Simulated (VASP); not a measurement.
# Ca (P6_3/mmc) in VASP: a series of runs

Ca is run at these levels: PBEsol; tasks: single point, relaxation of shape and atoms at fixed volume.

All numbers are computed with VASP 6.6.1; they aren't measurements. Logs are shortened: lines on timing, memory, paths and dates and some standing lists are left out, and cuts for length are marked.

## (1) The cell of the first run

The structure is hexagonal, space group P6_3/mmc (No. 194). The conventional cell has a = 3.685 Å, b = 3.685 Å, c = 6.104 Å, α = 90.00°, β = 90.00°, γ = 120.00°. Ca (site symmetry -6m2) has 12 Ca at 3.69 to 3.72 Å within 4.8 Å.

This isn't the form of Ca at room conditions, which is fcc.

## (2) Single point, PBEsol (35.90 Å³/atom)

The input, INCAR:

```
SYSTEM = Ca
ALGO = Normal
EDIFF = 1E-6
ENCUT = 520
GGA = PS
ISIF = 2
ISMEAR = -1
LASPH = .True.
LCHARG = .False.
LREAL = .False.
LWAVE = .False.
NBANDS = 17
NELM = 100
PREC = Accurate
SIGMA = 0.08
```

The input, KPOINTS:

```
k-points
0
Gamma
  11 11 6
  0 0 0
```

The input, POSCAR:

```
Ca
1.0
    3.6854930262      0.0000000000      0.0000000000
   -1.8427465131      3.1917305862      0.0000000000
    0.0000000000      0.0000000000      6.1036226744
Ca
2
Direct
    0.3333333333      0.6666666667      0.2500000000
    0.6666666667      0.3333333333      0.7500000000
```

Potentials or basis: VASP PAW PBE potentials, release 64 (Ca_sv).

Started as:

```sh
$ cat potpaw_PBE.64/Ca_sv/POTCAR > POTCAR
$ mpirun -np 1 vasp_std > vasp.out
```

OUTCAR:

```text
SYSTEM = Ca
   EDIFF = 1E-6
   ENCUT = 520
   GGA = PS
   ISIF = 2
   ISMEAR = -1
   LASPH = .True.
   LREAL = .False.
   NELM = 100
   PREC = Accurate

 ion  position               nearest neighbor table
   1  0.333  0.667  0.250-
   2  0.667  0.333  0.750-

  LATTYP: Found a hexagonal cell.
 ALAT       =     3.6854930262
 C/A-ratio  =     1.6561210755

  Lattice vectors:

 A1 = (   3.6854930262,   0.0000000000,   0.0000000000)
 A2 = (  -1.8427465131,   3.1917305862,   0.0000000000)
 A3 = (   0.0000000000,   0.0000000000,   6.1036226744)

Analysis of symmetry for initial positions (statically):
=====================================================================
 Subroutine PRICEL returns:
 Original cell was already a primitive cell.

 Routine SETGRP: Setting up the symmetry group for a
 hexagonal supercell.

 Subroutine GETGRP returns: Found 24 space group operations
 (whereof 12 operations were pure point group operations)
 out of a pool of 24 trial point group operations.

The static configuration has the point symmetry D_3d.
 The point group associated with its full space group is D_6h.

Analysis of symmetry for dynamics (positions and initial velocities):
=====================================================================
 Subroutine PRICEL returns:
 Original cell was already a primitive cell.

 Routine SETGRP: Setting up the symmetry group for a
 hexagonal supercell.

 Subroutine GETGRP returns: Found 24 space group operations
 (whereof 12 operations were pure point group operations)
 out of a pool of 24 trial point group operations.

The dynamic configuration has the point symmetry D_3d.
 The point group associated with its full space group is D_6h.

 Subroutine INISYM returns: Found 24 space group operations
 (whereof 12 operations are pure point group operations),
 and found     1 'primitive' translations

----------------------------------------------------------------------------------------

                                     Primitive cell

  volume of cell :      71.7975

  direct lattice vectors                    reciprocal lattice vectors
     3.685493026  0.000000000  0.000000000     0.271334118  0.156654826  0.000000000
    -1.842746513  3.191730586  0.000000000     0.000000000  0.313309652  0.000000000
     0.000000000  0.000000000  6.103622674     0.000000000  0.000000000  0.163837126

  length of vectors
     3.685493026  3.685493026  6.103622674     0.313309652  0.313309652  0.163837126

  position of ions in fractional coordinates (direct lattice)
     0.333333333  0.666666667  0.250000000
     0.666666667  0.333333333  0.750000000

  ion indices of the primitive-cell ions
   primitive index   ion index
                 1           1
                 2           2

----------------------------------------------------------------------------------------

 KPOINTS: k-points

Automatic generation of k-mesh.
 Grid dimensions read from file:
 generate k-points for:   11   11    6

 Generating k-lattice:

  Cartesian coordinates                     Fractional coordinates (reciprocal lattice)
     0.024666738  0.014241348  0.000000000     0.090909091 -0.000000000  0.000000000
     0.000000000  0.028482696  0.000000000     0.000000000  0.090909091  0.000000000
     0.000000000  0.000000000  0.027306188     0.000000000  0.000000000  0.166666667

  Length of vectors
     0.028482696  0.028482696  0.027306188

  Shift w.r.t. Gamma in fractional coordinates (k-lattice)
     0.000000000  0.000000000  0.000000000

 Subroutine IBZKPT returns following result:
 ===========================================

 Found     64 irreducible k-points:

 Following reciprocal coordinates:
            Coordinates               Weight
  0.000000  0.000000  0.000000      1.000000
  0.090909  0.000000  0.000000      6.000000
  0.181818  0.000000  0.000000      6.000000
  0.272727 -0.000000  0.000000      6.000000
  0.363636  0.000000  0.000000      6.000000
  0.454545  0.000000  0.000000      6.000000
[... 16 lines left out ...]
  0.090909  0.090909  0.166667     12.000000
  0.181818  0.090909  0.166667     24.000000
 [... further k-points ...]
   k-points           NKPTS =     64   k-points in BZ     NKDIM =     64   number of bands    NBANDS=     17
   number of dos      NEDOS =    301   number of ions     NIONS =      2
   total plane-waves  NPLWV =  37632
   dimension x,y,z NGX =    28 NGY =   28 NGZ =   48
   dimension x,y,z NGXF=    56 NGYF=   56 NGZF=   96
   ions per type =               2
   NGX,Y,Z   is equivalent  to a cutoff of  12.63, 12.63, 13.07 a.u.
   NGXF,Y,Z  is equivalent  to a cutoff of  25.26, 25.26, 26.15 a.u.
 SYSTEM =  Ca
   PREC   = accura    normal or accurate (medium, high low for compatibility)
   ISTART =      0    job   : 0-new  1-cont  2-samecut
   ICHARG =      2    charge: 1-file 2-atom 10-const
   ISPIN  =      1    spin polarized calculation?
   LNONCOLLINEAR =      F non collinear calculations
   LSORBIT =      F    spin-orbit coupling
   LASPH  =      T    aspherical Exc in radial PAW
   ENCUT  =  520.0 eV  38.22 Ry    6.18 a.u.   6.85  6.85 11.35*2*pi/ulx,y,z
   NELM   =    100;   NELMIN=  2; NELMDL= -5     # of ELM steps
   EDIFF  = 0.1E-05   stopping-criterion for ELM
   LREAL  =      F    real-space projection
   EDIFFG = 0.1E-04   stopping-criterion for IOM
   NSW    =      0    number of steps for IOM
   IBRION =     -1    ionic relax: 0-MD 1-quasi-New 2-CG
   NFREE  =      0    steps in history (QN), initial steepest desc. (CG)
   ISIF   =      2    stress and relaxation
   ISYM   =      2    0-nonsym 1-usesym 2-fastsym
   POTIM  = 0.5000    time-step for ionic-motion
   TEBEG  =    0.0;   TEEND  =   0.0 temperature during run
   PSTRESS=    0.0 pullay stress
   NELECT =      20.0000    total number of electrons
   NUPDOWN=      -1.0000    fix difference up-down
   EMIN   =  10.00;   EMAX   =-10.00  energy-range for DOS
   EFERMI =   0.00;   METHOD = LEGACY
   ISMEAR =    -1;   SIGMA  =   0.08  broadening in eV -4-tet -1-fermi 0-gaus
   EFERMI_NEDOS =   21; number of points for ismear=-14 and -15
   IALGO  =     38    algorithm
   IMIX   =      4    mixing-type and parameters
     AMIX     =   0.40;   BMIX     =  1.00
     AMIX_MAG =   1.60;   BMIX_MAG =  1.00
  volume/ion in A,a.u.               =      35.90       242.26
  Fermi-wavevector in a.u.,A,eV,Ry     =   1.069174  2.020446 15.553265  1.143133
  Thomas-Fermi vector in A             =   2.204845
   LORBIT       =      0    0 simple, 1 ext, 2 COOP (PROOUT), +10 PAW based schemes
   GGA     = PS    functional components
   LHFCALC =     F    Hartree Fock is set to
   AEXX    =    0.0000 exact exchange contribution
   IVDW    =     0    specifies the selected vdW correction
   LEPSILON=     F    determine dielectric tensor
   LRPA    =     F    only Hartree local field effects (RPA)
 non-spin polarized calculation
  energy-cutoff  :      520.00
  volume of cell :       71.80
 maximum number of plane-waves:      1948
 NGX is ok and might be reduce to    28
   NGX = 13   NGY = 13   NGZ = 23

 number of electron      19.9999999 magnetization

 Free energy of the ion-electron system (eV)
  ---------------------------------------------------
  ext. energy  EPLUGINS =         0.00000000
  ---------------------------------------------------
  free energy    TOTEN  =        -4.20477762 eV

  energy without entropy =       -4.15627437  energy(sigma->0) =       -4.18052600

 E-fermi :   2.6001     XC(G=0):  -8.3412

 val. band max:        2.5858974870   @ k =   0.3636   0.0000   0.0000
 cond. band min:       2.6187027959   @ k =   0.3636   0.0909   0.0000
 fundamental gap:      0.0328053089
 Fermi energy:         2.6001313256

 k-point     1 :       0.0000    0.0000    0.0000
  band No.  band energies     occupation
      1     -38.8930      2.00000
      2     -38.8652      2.00000
      3     -20.0910      2.00000
      4     -19.8884      2.00000
      5     -19.8884      2.00000
      6     -19.8573      2.00000
[... 9 lines left out ...]
     16       5.4566      0.00000
     17       5.9792      0.00000

 k-point     2 :       0.0909    0.0000    0.0000
  band No.  band energies     occupation
      1     -38.8908      2.00000
      2     -38.8640      2.00000
      3     -20.0842      2.00000
      4     -19.9044      2.00000
      5     -19.8933      2.00000
      6     -19.8739      2.00000
[... 9 lines left out ...]
     16       5.5682      0.00000
     17       5.8170      0.00000

 k-point     3 :       0.1818    0.0000    0.0000
  band No.  band energies     occupation
      1     -38.8850      2.00000
      2     -38.8611      2.00000
      3     -20.0652      2.00000
      4     -19.9475      2.00000
      5     -19.9174      2.00000
      6     -19.9061      2.00000
[... 9 lines left out ...]
     16       5.5419      0.00000
     17       5.6190      0.00000

 k-point     4 :       0.2727   -0.0000    0.0000
  band No.  band energies     occupation
      1     -38.8769      2.00000
      2     -38.8575      2.00000
      3     -20.0374      2.00000
      4     -20.0046      2.00000
      5     -19.9727      2.00000
      6     -19.9224      2.00000
[... 9 lines left out ...]
     16       5.9207      0.00000
     17       6.0674      0.00000
[... 343 lines left out ...]
      1     -38.8629      2.00000
      2     -38.8544      2.00000
      3     -20.0947      2.00000
      4     -20.0602      2.00000
      5     -19.9683      2.00000
      6     -19.9419      2.00000
[... 9 lines left out ...]
     16       6.9486      0.00000
     17       7.0462      0.00000

 k-point    23 :       0.0909    0.0909    0.1667
  band No.  band energies     occupation
      1     -38.8852      2.00000
      2     -38.8637      2.00000
      3     -20.0591      2.00000
      4     -19.9270      2.00000
      5     -19.9169      2.00000
      6     -19.8959      2.00000
[... 9 lines left out ...]
     16       5.6091      0.00000
     17       5.9127      0.00000

 k-point    24 :       0.1818    0.0909    0.1667
  band No.  band energies     occupation
      1     -38.8784      2.00000
      2     -38.8601      2.00000
      3     -20.0433      2.00000
      4     -19.9706      2.00000
      5     -19.9608      2.00000
      6     -19.9137      2.00000
[... 9 lines left out ...]
     16       5.7639      0.00000
     17       6.0138      0.00000

 [... further k-points ...]

------------------------ aborting loop because EDIFF is reached ----------------------------------------

  FORCE on cell =-STRESS in cart. coord.  units (eV):
  Direction    XX          YY          ZZ          XY          YZ          ZX
  --------------------------------------------------------------------------------------
  -------------------------------------------------------------------------------------
  Total        1.2702211      1.2702211      1.2692751      0.0000000     -0.0000000      0.0000000
  in kB       28.3452586     28.3452586     28.3241468      0.0000000     -0.0000000      0.0000000
  external PRESSURE =      28.3382213 kB  Pullay stress =       0.0000000 kB

 VOLUME and BASIS-vectors are now :
 -----------------------------------------------------------------------------
  energy-cutoff  :      520.00
  volume of cell :       71.80
      direct lattice vectors                 reciprocal lattice vectors
     3.685493026  0.000000000  0.000000000     0.271334118  0.156654826  0.000000000
    -1.842746513  3.191730586  0.000000000     0.000000000  0.313309652  0.000000000
     0.000000000  0.000000000  6.103622674     0.000000000  0.000000000  0.163837126

 POSITION                                       TOTAL-FORCE (eV/Angst)
 -----------------------------------------------------------------------------------
     -0.00000      2.12782      1.52591        -0.000000      0.000000     -0.000000
      1.84275      1.06391      4.57772         0.000000      0.000000      0.000000
 -----------------------------------------------------------------------------------
    total drift:                               -0.000000      0.000000     -0.000000

  FREE ENERGIE OF THE ION-ELECTRON SYSTEM (eV)
  ---------------------------------------------------
  free  energy   TOTEN  =        -4.2047776190 eV

  energy  without entropy=       -4.1562743724  energy(sigma->0) =       -4.18052600
```

It took 37 s on 1 thread of AMD EPYC 9R45 (Zen 5), shared host; peak memory 0.19 GiB.

What came out:

| Quantity | Value |
| --- | --- |
| Free energy | -4.2048 eV |
| Pressure | 2.8 GPa |
| Band gap on the k mesh | zero (bands 10 and 11 overlap by 0.26 eV) |

Caveat: the PAW data sets were made with another functional, which shifts forces and pressure a little.

[end of part 1 of 3]
